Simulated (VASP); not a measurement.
# Ag in VASP: notebook

Aim: see how the results for Ag move with the level of theory and the settings. Levels: PBE, PBEsol. Tasks: single point.

Program: VASP 6.6.1. These are calculated values, not measurements. Logs are shortened: lines on timing, memory, paths and dates and some standing lists are left out, and cuts for length are marked.

### Step 1. The cell of the first run

The cell holds a slab with vacuum, 7 atoms: a = 2.936 Å, b = 2.936 Å, c = 29.367 Å, α = 90.00°, β = 90.00°, γ = 120.00°.

### Step 2. Single point, PBE

The input, INCAR:

```
PREC = Accurate ; ENCUT = 520
EDIFF = 1E-7 ; ISMEAR = 0
SIGMA = 0.1 ; LREAL = False
LASPH = True ; NELM = 60
ALGO = Normal ; ISIF = 2
LWAVE = False ; LCHARG = False
LDIPOL = True ; IDIPOL = 3
DIPOL = 0.5 0.5 0.500 ; GGA = PE
NBANDS = 48 ; EFIELD = -0.1
```

The input, KPOINTS:

```
Automatic mesh
0
Gamma
  12 12 1
```

The input, POSCAR:

```
Ag
1.0
    2.9355691563      0.0000000000      0.0000000000
   -1.4677845781      2.5422774639      0.0000000000
    0.0000000000      0.0000000000     29.3666405453
Ag
7
Direct
    0.0000000000      0.0000000000      0.2553918276
    0.6666666667      0.3333333333      0.3368762161
    0.3333333333      0.6666666667      0.4183606045
    0.6666666667      0.3333333333      0.5000000000
    0.3333333333      0.6666666667      0.5814843884
    0.0000000000      0.0000000000      0.6629687769
    0.3333333333      0.6666666667      0.7446081724
```

Potentials or basis: VASP PAW PBE potentials, release 64 (Ag).

Run with:

```console
$ cat potpaw_PBE.64/Ag/POTCAR > POTCAR
$ mpirun -np 1 vasp_std > vasp.out
```

OUTCAR:

```text
PREC = Accurate
   ENCUT = 520
   EDIFF = 1E-7
   ISMEAR = 0
   LREAL = False
   LASPH = True
   NELM = 60
   ISIF = 2
   GGA = PE

 ion  position               nearest neighbor table
   1  0.000  0.000  0.255-   2 2.93   2 2.93   2 2.93
   2  0.667  0.333  0.337-   3 2.93   3 2.93   3 2.93   1 2.93   1 2.93   1 2.93
   3  0.333  0.667  0.418-   2 2.93   2 2.93   2 2.93   4 2.94   4 2.94   4 2.94
   4  0.667  0.333  0.500-   5 2.93   5 2.93   5 2.93   3 2.94   3 2.94   3 2.94
   5  0.333  0.667  0.581-   4 2.93   4 2.93   4 2.93   6 2.93   6 2.93   6 2.93
   6  0.000  0.000  0.663-   5 2.93   5 2.93   5 2.93   7 2.94   7 2.94   7 2.94
   7  0.333  0.667  0.745-   6 2.94   6 2.94   6 2.94

  LATTYP: Found a hexagonal cell.
 ALAT       =     2.9355691563
 C/A-ratio  =    10.0037297647

  Lattice vectors:

 A1 = (   2.9355691563,   0.0000000000,   0.0000000000)
 A2 = (  -1.4677845781,   2.5422774639,   0.0000000000)
 A3 = (   0.0000000000,   0.0000000000,  29.3666405453)

Analysis of symmetry for initial positions (statically):
=====================================================================
 Subroutine PRICEL returns:
 Original cell was already a primitive cell.

 Routine SETGRP: Setting up the symmetry group for a
 hexagonal supercell.

 Subroutine GETGRP returns: Found  6 space group operations
 (whereof  6 operations were pure point group operations)
 out of a pool of 24 trial point group operations.

The static configuration has the point symmetry C_3v.

Analysis of symmetry for dynamics (positions and initial velocities):
=====================================================================
 An external electric field (EFIELD) may reduce the allowed symmetry operations
 Subroutine PRICEL returns:
 Original cell was already a primitive cell.

 Routine SETGRP: Setting up the symmetry group for a
 hexagonal supercell.

 Subroutine GETGRP returns: Found  6 space group operations
 (whereof  6 operations were pure point group operations)
 out of a pool of 24 trial point group operations.

The dynamic configuration has the point symmetry C_3v.

 Subroutine INISYM returns: Found  6 space group operations
 (whereof  6 operations are pure point group operations),
 and found     1 'primitive' translations

----------------------------------------------------------------------------------------

                                     Primitive cell

  volume of cell :     219.1642

  direct lattice vectors                    reciprocal lattice vectors
     2.935569156  0.000000000  0.000000000     0.340649444  0.196674048  0.000000000
[... 105 lines left out ...]
   ISMEAR =     0;   SIGMA  =   0.10  broadening in eV -4-tet -1-fermi 0-gaus
   EFERMI_NEDOS =   21; number of points for ismear=-14 and -15
   IALGO  =     38    algorithm
   IMIX   =      4    mixing-type and parameters
     AMIX     =   0.40;   BMIX     =  1.00
     AMIX_MAG =   1.60;   BMIX_MAG =  1.00
  volume/ion in A,a.u.               =      31.31       211.28
  Fermi-wavevector in a.u.,A,eV,Ry     =   1.155177  2.182968 18.156078  1.334434
  Thomas-Fermi vector in A             =   2.291808
   LORBIT       =      0    0 simple, 1 ext, 2 COOP (PROOUT), +10 PAW based schemes
   GGA     = PE    functional components
   LHFCALC =     F    Hartree Fock is set to
   AEXX    =    0.0000 exact exchange contribution
   IVDW    =     0    specifies the selected vdW correction
   LEPSILON=     F    determine dielectric tensor
   LRPA    =     F    only Hartree local field effects (RPA)
 non-spin polarized calculation
 Gauss-broadening in eV      SIGMA  =   0.10
  energy-cutoff  :      520.00
  volume of cell :      219.16
 maximum number of plane-waves:      6049
 NGX is ok and might be reduce to    24
   NGX = 11   NGY = 11   NGZ =109

 dipolmoment           0.000000      0.000000      0.000000 electrons x Angstroem

 number of electron      77.0000020 magnetization

 dipolmoment           0.000000      0.000000     -0.072682 electrons x Angstroem

 Free energy of the ion-electron system (eV)
  ---------------------------------------------------
  ext. energy  EPLUGINS =         0.00000000
  ---------------------------------------------------
  free energy    TOTEN  =       -18.32515046 eV

  energy without entropy =      -18.31491436  energy(sigma->0) =      -18.32003241

 E-fermi :   2.5271     XC(G=0):  -7.3618

 val. band max:        2.5242791935   @ k =   0.0833  -0.0000   0.0000
 cond. band min:       2.5822553493   @ k =   0.4167   0.0833   0.0000
 fundamental gap:      0.0579761558
 Fermi energy:         2.5270834830

 k-point     1 :       0.0000    0.0000    0.0000
  band No.  band energies     occupation
      1      -4.7104      2.00000
      2      -4.3452      2.00000
      3      -3.8273      2.00000
      4      -3.4898      2.00000
      5      -3.4550      2.00000
      6      -3.3270      2.00000
[... 958 lines left out ...]
     47       8.0059      0.00000
     48       8.3702      0.00000

------------------------ aborting loop because EDIFF is reached ----------------------------------------

 vacuum level on the upper side and lower side of the slab       (xc-potential included)         0.564        -0.593

  FORCE on cell =-STRESS in cart. coord.  units (eV):
  Direction    XX          YY          ZZ          XY          YZ          ZX
  --------------------------------------------------------------------------------------
  -------------------------------------------------------------------------------------
  Total       -0.8931588     -0.8931588     -0.3249357     -0.0000000      0.0000000     -0.0000000
  in kB       -6.5293465     -6.5293465     -2.3754097     -0.0000000      0.0000000     -0.0000000
  external PRESSURE =      -5.1447009 kB  Pullay stress =       0.0000000 kB

 VOLUME and BASIS-vectors are now :
 -----------------------------------------------------------------------------
  energy-cutoff  :      520.00
  volume of cell :      219.16
      direct lattice vectors                 reciprocal lattice vectors
     2.935569156  0.000000000  0.000000000     0.340649444  0.196674048  0.000000000
    -1.467784578  2.542277464  0.000000000     0.000000000  0.393348096  0.000000000
     0.000000000  0.000000000 29.366640545     0.000000000  0.000000000  0.034052244

 POSITION                                       TOTAL-FORCE (eV/Angst)
 -----------------------------------------------------------------------------------
      0.00000      0.00000      7.50000         0.000000     -0.000000      0.006619
      1.46778      0.84743      9.89292         0.000000     -0.000000      0.037455
     -0.00000      1.69485     12.28585         0.000000     -0.000000     -0.041052
      1.46778      0.84743     14.68332        -0.000000     -0.000000     -0.000120
     -0.00000      1.69485     17.07624        -0.000000     -0.000000      0.043687
      0.00000      0.00000     19.46917        -0.000000      0.000000     -0.035089
     -0.00000      1.69485     21.86664        -0.000000      0.000000     -0.011500
 -----------------------------------------------------------------------------------
    total drift:                                0.000000     -0.000000      0.000187

  FREE ENERGIE OF THE ION-ELECTRON SYSTEM (eV)
  ---------------------------------------------------
  free  energy   TOTEN  =       -18.3251504556 eV

  energy  without entropy=      -18.3149143609  energy(sigma->0) =      -18.32003241

 vacuum level on the upper side and lower side of the slab         7.519         6.376
```

Run time: 19 min. Hardware: 1 thread of Intel Xeon 8259CL, shared host; peak memory 0.43 GiB.

What came out:

```yaml
Free_energy: -18.3252 eV
Largest_force: 0.044 eV/Å
Band_gap_on_the_k_mesh: zero (an odd number of electrons rules out a gap without spin polarisation)
```

Forces on the atoms (eV/Å):
```
Ag   0.000  0.000  0.007
Ag   0.000  0.000  0.037
Ag   0.000  0.000 -0.041
Ag   0.000  0.000  0.000
Ag   0.000  0.000  0.044
Ag   0.000  0.000 -0.035
Ag   0.000  0.000 -0.011
```

### Step 3. Single point, PBEsol

The input, INCAR:

```
SYSTEM = Ag
PREC     = Accurate       ! precision mode
ENCUT    = 520            ! plane-wave cutoff, eV
EDIFF    = 1E-6           ! SCF threshold, eV
ISMEAR   = 0              ! smearing method
SIGMA    = 0.1            ! smearing width, eV
LREAL    = .False.        ! projectors in reciprocal space
LASPH    = .True.         ! aspherical terms in the spheres
NELM     = 80             ! most SCF steps
ALGO     = Normal         ! electronic algorithm
ISIF     = 2              ! what is computed and relaxed
LWAVE    = .False.        ! write WAVECAR
LCHARG   = .False.        ! write CHGCAR
LDIPOL   = .True.       
IDIPOL   = 3            
DIPOL    = 0.5 0.5 0.500
GGA      = PS             ! functional
NBANDS   = 48             ! bands
```

The input, KPOINTS:

```
regular mesh
0
Gamma
  12 12 1
  0 0 0
```

POSCAR is that of step 2.

Potentials or basis: VASP PAW PBE potentials, release 64 (Ag).

Run with:

```console
$ cat potpaw_PBE.64/Ag/POTCAR > POTCAR
$ mpirun -np 1 vasp_std > vasp.out
```

It took 10 min on 1 thread of Intel Xeon 8259CL, shared host; peak memory 0.42 GiB.

Results (log left out):

| Property | Result |
| --- | --- |
| Free energy | -22.0059 eV |
| Largest force | 0.323 eV/Å |
| Band gap on the k mesh | zero (an odd number of electrons rules out a gap without spin polarisation) |

Forces on the atoms (eV/Å):
```
Ag   0.000  0.000  0.323
Ag   0.000  0.000  0.036
Ag   0.000  0.000 -0.045
Ag   0.000  0.000  0.002
Ag   0.000  0.000  0.045
Ag   0.000  0.000 -0.040
Ag   0.000  0.000 -0.321
```

Levels at points of the mesh, in eV from the Fermi level:
| k point | band 35 | band 36 | band 37 | band 38 | band 39 | band 40 | band 41 | band 42 | band 43 | band 44 |
| --- | --- | --- | --- | --- | --- | --- | --- | --- | --- | --- |
| (0.00, 0.00, 0.00) | -3.10 | -3.10 | -2.96 | -2.96 | -2.90 | -2.90 | -1.83 | -0.30 | 0.21 | 3.98 |
| (0.50, 0.00, 0.00) | -2.64 | 0.12 | 0.30 | 0.72 | 1.06 | 1.35 | 1.52 | 1.56 | 3.98 | 4.22 |

Caveat: the PAW data sets were made with another functional, which shifts forces and pressure a little.
